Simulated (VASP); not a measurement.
NaRuS3: single point with PBE

The system is NaRuS3.

```
CELL_PARAMETERS angstrom
4.69463 0.00000 0.00000
0.00000 4.69463 0.00000
0.00000 0.00000 4.69463
ATOMIC_POSITIONS crystal
Na 0.00000 0.00000 0.00000
Ru 0.50000 0.50000 0.50000
S 0.50000 0.50000 0.00000
S 0.50000 0.00000 0.50000
S 0.00000 0.50000 0.50000
```

```
Program                : VASP 6.6.1
Task                   : single point
Functional             : PBE
Potentials or basis    : VASP PAW PBE potentials, release 64 (Na_pv, Ru_pv, S)
Cutoff                 : 520 eV
k mesh                 : 8 × 8 × 8
Occupations            : gaussian, width 0.1 eV
Spin                   : no spin polarisation
Dipole correction      : no
Further INCAR settings : ALGO = Normal; EDIFF = 1e-06; NBANDS = 28
```

* Pressure: -0.1 GPa
* Band gap on the k mesh: zero (an odd number of electrons rules out a gap without spin polarisation)

Levels at points of the mesh, in eV from the Fermi level:
| k point | band 17 | band 18 | band 19 | band 20 | band 21 | band 22 |
| --- | --- | --- | --- | --- | --- | --- |
| (0.00, 0.00, 0.00) | -1.14 | -1.14 | -0.85 | -0.85 | -0.48 | -0.48 |
| (0.50, 0.00, 0.00) | -1.67 | -0.83 | -0.69 | -0.69 | 0.41 | 0.41 |
| (0.50, 0.50, 0.00) | -2.09 | 0.01 | 0.25 | 0.28 | 0.44 | 0.44 |
| (0.50, 0.50, 0.50) | 0.13 | 0.13 | 0.31 | 0.31 | 0.31 | 2.99 |

Run time: 47 s on 1 thread of Intel(R) Xeon(R) 6975P-C (Granite Rapids), on a shared host, peak memory 0.25 GiB.
